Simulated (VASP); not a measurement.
# Sn (P6/mmm) in VASP: further runs

The runs below take Sn through single point, with PBE.

All numbers are computed with VASP 6.6.1; they aren't measurements. Logs are shortened: lines on timing, memory, paths and dates and some standing lists are left out, and cuts for length are marked.

## 1. The cell of the first run

The structure is hexagonal, space group P6/mmm (No. 191). Conventional cell: a = 4.459 Å, b = 4.459 Å, c = 2.673 Å, α = 90.00°, β = 90.00°, γ = 120.00°. Within 3.5 Å of Sn (site symmetry 6/mmm) lie 14 Sn at 2.67 to 2.90 Å. Sn (site symmetry -6m2) has 11 Sn at 2.57 to 2.90 Å within 3.4 Å.

## 2. Single point, PBE

Input file INCAR:

```
SYSTEM = Sn
PREC     = Accurate       ! precision mode
ENCUT    = 520            ! plane-wave cutoff, eV
EDIFF    = 1E-6           ! SCF threshold, eV
ISMEAR   = -1             ! smearing method
SIGMA    = 0.1            ! smearing width, eV
LREAL    = .False.        ! projectors in reciprocal space
LASPH    = .True.         ! aspherical terms in the spheres
NELM     = 60             ! most SCF steps
ALGO     = Normal         ! electronic algorithm
ISIF     = 2              ! what is computed and relaxed
LWAVE    = .False.        ! write WAVECAR
LCHARG   = .False.        ! write CHGCAR
GGA      = PE             ! functional
NBANDS   = 28             ! bands
```

Input file KPOINTS:

```
Automatic mesh
0
Gamma
  7 7 9
  0 0 0
```

Input file POSCAR:

```
Sn
1.0
    4.4587138163      0.0000000000      0.0000000000
   -2.2293569082      3.8613594332      0.0000000000
    0.0000000000      0.0000000000      2.6725917108
Sn
3
Direct
    0.0000000000      0.0000000000      0.0000000000
    0.3333333333      0.6666666667      0.5000000000
    0.6666666667      0.3333333333      0.5000000000
```

Potentials or basis: VASP PAW PBE potentials, release 64 (Sn_d).

Launch:

```
$ cat potpaw_PBE.64/Sn_d/POTCAR > POTCAR
$ mpirun -np 1 vasp_std > vasp.out
```

OUTCAR:

```text
SYSTEM = Sn
   PREC = Accurate
   ENCUT = 520
   EDIFF = 1E-6
   ISMEAR = -1
   LREAL = .False.
   LASPH = .True.
   NELM = 60
   ISIF = 2
   GGA = PE

 ion  position               nearest neighbor table
   1  0.000  0.000  0.000-   2 2.90   3 2.90   2 2.90   3 2.90   3 2.90   3 2.90   2 2.90   2 2.90
                             3 2.90   3 2.90   2 2.90   2 2.90
   2  0.333  0.667  0.500-   3 2.57   3 2.57   3 2.57   1 2.90   1 2.90   1 2.90   1 2.90   1 2.90
                             1 2.90   3 3.71   3 3.71   3 3.71   3 3.71   3 3.71   3 3.71
   3  0.667  0.333  0.500-   2 2.57   2 2.57   2 2.57   1 2.90   1 2.90   1 2.90   1 2.90   1 2.90
                             1 2.90   2 3.71   2 3.71   2 3.71   2 3.71   2 3.71   2 3.71

  LATTYP: Found a hexagonal cell.
 ALAT       =     4.4587138163
 C/A-ratio  =     0.5994086683

  Lattice vectors:

 A1 = (   4.4587138163,   0.0000000000,   0.0000000000)
 A2 = (  -2.2293569082,   3.8613594332,   0.0000000000)
 A3 = (   0.0000000000,   0.0000000000,   2.6725917108)

Analysis of symmetry for initial positions (statically):
=====================================================================
 Subroutine PRICEL returns:
 Original cell was already a primitive cell.

 Routine SETGRP: Setting up the symmetry group for a
 hexagonal supercell.

 Subroutine GETGRP returns: Found 24 space group operations
 (whereof 24 operations were pure point group operations)
 out of a pool of 24 trial point group operations.

The static configuration has the point symmetry D_6h.

Analysis of symmetry for dynamics (positions and initial velocities):
=====================================================================
 Subroutine PRICEL returns:
 Original cell was already a primitive cell.

 Routine SETGRP: Setting up the symmetry group for a
 hexagonal supercell.

 Subroutine GETGRP returns: Found 24 space group operations
 (whereof 24 operations were pure point group operations)
 out of a pool of 24 trial point group operations.

The dynamic configuration has the point symmetry D_6h.

 Subroutine INISYM returns: Found 24 space group operations
 (whereof 24 operations are pure point group operations),
 and found     1 'primitive' translations

----------------------------------------------------------------------------------------

                                     Primitive cell

  volume of cell :      46.0132

  direct lattice vectors                    reciprocal lattice vectors
     4.458713816  0.000000000  0.000000000     0.224279925  0.129488075  0.000000000
    -2.229356908  3.861359433  0.000000000     0.000000000  0.258976150  0.000000000
     0.000000000  0.000000000  2.672591711     0.000000000  0.000000000  0.374168638

  length of vectors
     4.458713816  4.458713816  2.672591711     0.258976150  0.258976150  0.374168638

  position of ions in fractional coordinates (direct lattice)
     0.000000000  0.000000000  0.000000000
     0.333333333  0.666666667  0.500000000
     0.666666667  0.333333333  0.500000000

  ion indices of the primitive-cell ions
   primitive index   ion index
                 1           1
                 2           2
                 3           3

----------------------------------------------------------------------------------------

 KPOINTS: Automatic mesh

Automatic generation of k-mesh.
 Grid dimensions read from file:
 generate k-points for:    7    7    9

 Generating k-lattice:

  Cartesian coordinates                     Fractional coordinates (reciprocal lattice)
     0.032039989  0.018498296  0.000000000     0.142857143  0.000000000  0.000000000
     0.000000000  0.036996593  0.000000000     0.000000000  0.142857143  0.000000000
     0.000000000  0.000000000  0.041574293     0.000000000  0.000000000  0.111111111

  Length of vectors
     0.036996593  0.036996593  0.041574293

  Shift w.r.t. Gamma in fractional coordinates (k-lattice)
     0.000000000  0.000000000  0.000000000

 Subroutine IBZKPT returns following result:
 ===========================================

 Found     40 irreducible k-points:

 Following reciprocal coordinates:
            Coordinates               Weight
  0.000000  0.000000  0.000000      1.000000
  0.142857  0.000000  0.000000      6.000000
  0.285714  0.000000  0.000000      6.000000
  0.428571  0.000000  0.000000      6.000000
  0.142857  0.142857  0.000000      6.000000
  0.285714  0.142857  0.000000     12.000000
[... 16 lines left out ...]
  0.428571  0.142857  0.222222     12.000000
  0.285714  0.285714  0.222222     12.000000
 [... further k-points ...]
   k-points           NKPTS =     40   k-points in BZ     NKDIM =     40   number of bands    NBANDS=     28
   number of dos      NEDOS =    301   number of ions     NIONS =      3
   total plane-waves  NPLWV =  25920
   dimension x,y,z NGX =    36 NGY =   36 NGZ =   20
   dimension x,y,z NGXF=    72 NGYF=   72 NGZF=   40
   ions per type =               3
   NGX,Y,Z   is equivalent  to a cutoff of  13.42, 13.42, 12.44 a.u.
   NGXF,Y,Z  is equivalent  to a cutoff of  26.85, 26.85, 24.88 a.u.
 SYSTEM =  Sn
   PREC   = accura    normal or accurate (medium, high low for compatibility)
   ISTART =      0    job   : 0-new  1-cont  2-samecut
   ICHARG =      2    charge: 1-file 2-atom 10-const
   ISPIN  =      1    spin polarized calculation?
   LNONCOLLINEAR =      F non collinear calculations
   LSORBIT =      F    spin-orbit coupling
   LASPH  =      T    aspherical Exc in radial PAW
   ENCUT  =  520.0 eV  38.22 Ry    6.18 a.u.   8.29  8.29  4.97*2*pi/ulx,y,z
   NELM   =     60;   NELMIN=  2; NELMDL= -5     # of ELM steps
   EDIFF  = 0.1E-05   stopping-criterion for ELM
   LREAL  =      F    real-space projection
   EDIFFG = 0.1E-04   stopping-criterion for IOM
   NSW    =      0    number of steps for IOM
   IBRION =     -1    ionic relax: 0-MD 1-quasi-New 2-CG
   NFREE  =      0    steps in history (QN), initial steepest desc. (CG)
   ISIF   =      2    stress and relaxation
   ISYM   =      2    0-nonsym 1-usesym 2-fastsym
   POTIM  = 0.5000    time-step for ionic-motion
   TEBEG  =    0.0;   TEEND  =   0.0 temperature during run
   PSTRESS=    0.0 pullay stress
   NELECT =      42.0000    total number of electrons
   NUPDOWN=      -1.0000    fix difference up-down
   EMIN   =  10.00;   EMAX   =-10.00  energy-range for DOS
   EFERMI =   0.00;   METHOD = LEGACY
   ISMEAR =    -1;   SIGMA  =   0.10  broadening in eV -4-tet -1-fermi 0-gaus
   EFERMI_NEDOS =   21; number of points for ismear=-14 and -15
   IALGO  =     38    algorithm
   IMIX   =      4    mixing-type and parameters
     AMIX     =   0.40;   BMIX     =  1.00
     AMIX_MAG =   1.60;   BMIX_MAG =  1.00
  volume/ion in A,a.u.               =      15.34       103.50
  Fermi-wavevector in a.u.,A,eV,Ry     =   1.588049  3.000977 34.312509  2.521898
  Thomas-Fermi vector in A             =   2.687112
   LORBIT       =      0    0 simple, 1 ext, 2 COOP (PROOUT), +10 PAW based schemes
   GGA     = PE    functional components
   LHFCALC =     F    Hartree Fock is set to
   AEXX    =    0.0000 exact exchange contribution
   IVDW    =     0    specifies the selected vdW correction
   LEPSILON=     F    determine dielectric tensor
   LRPA    =     F    only Hartree local field effects (RPA)
 non-spin polarized calculation
  energy-cutoff  :      520.00
  volume of cell :       46.01
 maximum number of plane-waves:      1254
 NGX is ok and might be reduce to    36
   NGX = 17   NGY = 17   NGZ =  9

 number of electron      42.0000031 magnetization

 Free energy of the ion-electron system (eV)
  ---------------------------------------------------
  ext. energy  EPLUGINS =         0.00000000
  ---------------------------------------------------
  free energy    TOTEN  =        -3.55789528 eV

  energy without entropy =       -3.52346670  energy(sigma->0) =       -3.54068099

 E-fermi :  17.5308     XC(G=0): -13.3547

 val. band max:       17.5303321794   @ k =   0.2857   0.0000   0.4444
 cond. band min:      17.6251400836   @ k =   0.1429   0.0000   0.3333
 fundamental gap:      0.0948079041
 Fermi energy:        17.5307756450

 k-point     1 :       0.0000    0.0000    0.0000
  band No.  band energies     occupation
      1      -5.8863      2.00000
      2      -5.3933      2.00000
      3      -5.3068      2.00000
      4      -5.2623      2.00000
      5      -5.2623      2.00000
      6      -4.9682      2.00000
[... 20 lines left out ...]
     27      30.4104      0.00000
     28      31.4612      0.00000

 k-point     2 :       0.1429    0.0000    0.0000
  band No.  band energies     occupation
      1      -5.8617      2.00000
      2      -5.4261      2.00000
      3      -5.3971      2.00000
      4      -5.3469      2.00000
      5      -5.2483      2.00000
      6      -5.0438      2.00000
[... 20 lines left out ...]
     27      29.9652      0.00000
     28      30.2619      0.00000

 k-point     3 :       0.2857    0.0000    0.0000
  band No.  band energies     occupation
      1      -5.7985      2.00000
      2      -5.5806      2.00000
      3      -5.4666      2.00000
      4      -5.4498      2.00000
      5      -5.2983      2.00000
      6      -5.0848      2.00000
[... 20 lines left out ...]
     27      28.4708      0.00000
     28      28.9031      0.00000

 k-point     4 :       0.4286    0.0000    0.0000
  band No.  band energies     occupation
      1      -5.7402      2.00000
      2      -5.6791      2.00000
      3      -5.5328      2.00000
      4      -5.5086      2.00000
      5      -5.3251      2.00000
      6      -5.1099      2.00000
[... 578 lines left out ...]
     27      25.8060      0.00000
     28      26.5262      0.00000

 k-point    23 :       0.4286    0.1429    0.2222
  band No.  band energies     occupation
      1      -5.6510      2.00000
      2      -5.5135      2.00000
      3      -5.4168      2.00000
      4      -5.2693      2.00000
      5      -5.1665      2.00000
      6      -5.0982      2.00000
[... 20 lines left out ...]
     27      25.1016      0.00000
     28      25.6118      0.00000

 k-point    24 :       0.2857    0.2857    0.2222
  band No.  band energies     occupation
      1      -5.6691      2.00000
      2      -5.4603      2.00000
      3      -5.4334      2.00000
      4      -5.2918      2.00000
      5      -5.1397      2.00000
      6      -5.0852      2.00000
[... 20 lines left out ...]
     27      26.4160      0.00000
     28      27.5228      0.00000

 [... further k-points ...]

------------------------ aborting loop because EDIFF is reached ----------------------------------------

  FORCE on cell =-STRESS in cart. coord.  units (eV):
  Direction    XX          YY          ZZ          XY          YZ          ZX
  --------------------------------------------------------------------------------------
  -------------------------------------------------------------------------------------
  Total       34.0385927     34.0385927     33.9050142     -0.0000000      0.0000000     -0.0000000
  in kB     1185.2220811   1185.2220812   1180.5708834     -0.0000000      0.0000000     -0.0000000
  external PRESSURE =    1183.6716819 kB  Pullay stress =       0.0000000 kB

 VOLUME and BASIS-vectors are now :
 -----------------------------------------------------------------------------
  energy-cutoff  :      520.00
  volume of cell :       46.01
      direct lattice vectors                 reciprocal lattice vectors
     4.458713816  0.000000000  0.000000000     0.224279925  0.129488075  0.000000000
    -2.229356908  3.861359433  0.000000000     0.000000000  0.258976150  0.000000000
     0.000000000  0.000000000  2.672591711     0.000000000  0.000000000  0.374168638

 POSITION                                       TOTAL-FORCE (eV/Angst)
 -----------------------------------------------------------------------------------
      0.00000      0.00000      0.00000        -0.000000      0.000000      0.000000
     -0.00000      2.57424      1.33630        -0.000000     -0.000000     -0.000000
      2.22936      1.28712      1.33630         0.000000      0.000000      0.000000
 -----------------------------------------------------------------------------------
    total drift:                                0.000000      0.000000     -0.000000

  FREE ENERGIE OF THE ION-ELECTRON SYSTEM (eV)
  ---------------------------------------------------
  free  energy   TOTEN  =        -3.5578952766 eV

  energy  without entropy=       -3.5234666997  energy(sigma->0) =       -3.54068099
```

It took 35 s on 1 thread of Intel Xeon Platinum 8259CL at 2.50GHz (Skylake/Cascade Lake), shared host; peak memory 0.18 GiB.

Results:

- Free energy: -3.5579 eV
- Pressure: 118.4 GPa
- Band gap on the k mesh: zero (band 21 reaches 20.27 eV, above the bottom of band 22 at 12.53 eV)

Stress tensor (GPa, compression positive):
```
118.52   0.00   0.00
  0.00 118.52   0.00
  0.00   0.00 118.06
```

Caveat: spin-orbit coupling is left out, which moves the levels of the heavy elements.

## 3. Single point, PBE (volume scaled by 0.85)

Input file INCAR:

```
SYSTEM = Sn
PREC = Accurate ; ENCUT = 520
EDIFF = 1E-6 ; ISMEAR = -1
SIGMA = 0.1 ; LREAL = .False.
LASPH = .True. ; NELM = 60
ALGO = Normal ; ISIF = 2
LWAVE = .False. ; LCHARG = .False.
GGA = PE ; NBANDS = 28
```

KPOINTS is that of step 2.

Input file POSCAR:

```
Sn
1.0
    5.1278730768      0.0000000000      0.0000000000
   -2.5639365384      4.4408683519      0.0000000000
    0.0000000000      0.0000000000      3.1227233802
Sn
3
Direct
    0.0000000000      0.0000000000      0.0000000000
    0.3333333333      0.6666666667      0.5000000000
    0.6666666667      0.3333333333      0.5000000000
```

Potentials or basis: VASP PAW PBE potentials, release 64 (Sn_d).

Launch:

```
$ cat potpaw_PBE.64/Sn_d/POTCAR > POTCAR
$ mpirun -np 1 vasp_std > vasp.out
```

It took 46 s on 1 thread of Intel Xeon Platinum 8259CL at 2.50GHz (Skylake/Cascade Lake), shared host; peak memory 0.21 GiB.

Results (log left out):

* Free energy: -10.9590 eV
* Pressure: 11.1 GPa
* Band gap on the k mesh: zero (band 21 reaches 12.02 eV, above the bottom of band 22 at 6.94 eV)

Levels at points of the mesh, in eV from the Fermi level:
```
           k point  band 17  band 18  band 19  band 20  band 21  band 22  band 23  band 24  band 25  band 26
(0.00, 0.00, 0.00)    -5.58    -5.25    -3.15    -3.15    -3.02    -3.02     3.15     6.87     9.29     9.29
```

Caveat: spin-orbit coupling is left out, which moves the levels of the heavy elements.

## 4. Single point, PBE (volume scaled by 0.85)

Input file INCAR:

```
PREC = Accurate ; ENCUT = 520
EDIFF = 1E-7 ; ISMEAR = -1
SIGMA = 0.1 ; LREAL = False
LASPH = True ; NELM = 60
ALGO = Normal ; ISIF = 2
LWAVE = False ; LCHARG = False
GGA = PE ; NBANDS = 28
```

Input file KPOINTS:

```
regular mesh
0
Gamma
  7 7 9
```

POSCAR is that of step 3.

Launch:

```
$ cat potpaw_PBE.64/Sn_d/POTCAR > POTCAR
$ mpirun -np 1 vasp_std > vasp.out
```

Wall time 56 s (1 thread of Intel Xeon Platinum 8259CL at 2.50GHz (Skylake/Cascade Lake), shared host); peak memory 0.21 GiB.

It converged, with:

```yaml
Free_energy: -10.9590 eV
Pressure: 11.1 GPa
Band_gap_on_the_k_mesh: zero (band 21 reaches 12.02 eV, above the bottom of band 22 at 6.94 eV)
```

Levels at points of the mesh, in eV from the Fermi level:
```csv
k point,band 18,band 19,band 20,band 21,band 22,band 23,band 24,band 25
"(0.00, 0.00, 0.00)",-5.25,-3.15,-3.15,-3.02,-3.02,3.15,6.87,9.29
```

Caveat: spin-orbit coupling is left out, which moves the levels of the heavy elements.
